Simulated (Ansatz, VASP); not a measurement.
# ScAl3 in VASP and in Ansatz

File INCAR:

```
SYSTEM = ScAl3
PREC = Accurate ; ENCUT = 520
EDIFF = 1E-7 ; ISMEAR = 0
SIGMA = 0.1 ; LREAL = .FALSE.
LASPH = .TRUE. ; NELM = 60
ALGO = Normal ; ISIF = 2
LWAVE = .FALSE. ; LCHARG = .TRUE.
GGA = PE ; LELF = .TRUE.
LVHAR = .TRUE. ; NBANDS = 18
```

Contents of KPOINTS:

```
Automatic mesh
0
G
  10 10 10
  0 0 0
```

The input POSCAR:

```
ScAl3
1.0
    4.0638597749      0.0000000000      0.0000000000
    0.0000000000      4.0638597749      0.0000000000
    0.0000000000      0.0000000000      4.0638597749
Sc Al
1 3
Direct
    0.0000000000      0.0000000000      0.0000000000
    0.5000000000      0.0000000000      0.5000000000
    0.0000000000      0.5000000000      0.5000000000
    0.5000000000      0.5000000000      0.0000000000
```

Input for Ansatz:

```yaml
crystal:
  lattice:
    - [4.0638597749, 0.0, 0.0]
    - [0.0, 4.0638597749, 0.0]
    - [0.0, 0.0, 4.0638597749]
  atoms:
    - { symbol: Sc, position: [0.0, 0.0, 0.0] }
    - { symbol: Al, position: [0.5, 0.0, 0.5] }
    - { symbol: Al, position: [0.0, 0.5, 0.5] }
    - { symbol: Al, position: [0.5, 0.5, 0.0] }
basis:
  ecutwfc: 420
kpoints:
  mp_grid: { grid: [10, 10, 10] }
hamiltonian:
  xc: pbe
scf:
  occupations: { method: gaussian, width: 0.1 }
output:
  forces: true
  stress: true
  eigenvalues: true
```

Alike in both runs: task single point; functional PBE; k mesh 10 × 10 × 10; occupations gaussian, width 0.1 eV; no spin polarisation.

|  | VASP | Ansatz |
| --- | --- | --- |
| version | VASP 6.6.1 | Ansatz 0.2.0 |
| potentials or method | VASP PAW PBE potentials, release 64 (Sc_sv, Al), cutoff 520 eV | scalar-relativistic, plane waves, PAW |
| valence electrons in the cell | 20 | 20 |

|  | VASP | Ansatz | Ansatz less VASP |
| --- | --- | --- | --- |
| gap on the k mesh at the Fermi level (eV) | none | none | - |
| pressure (GPa) | 2.8 | 2.8 | -0.03 |

A gap of «none» marks a metal or a gap that the smearing closes.
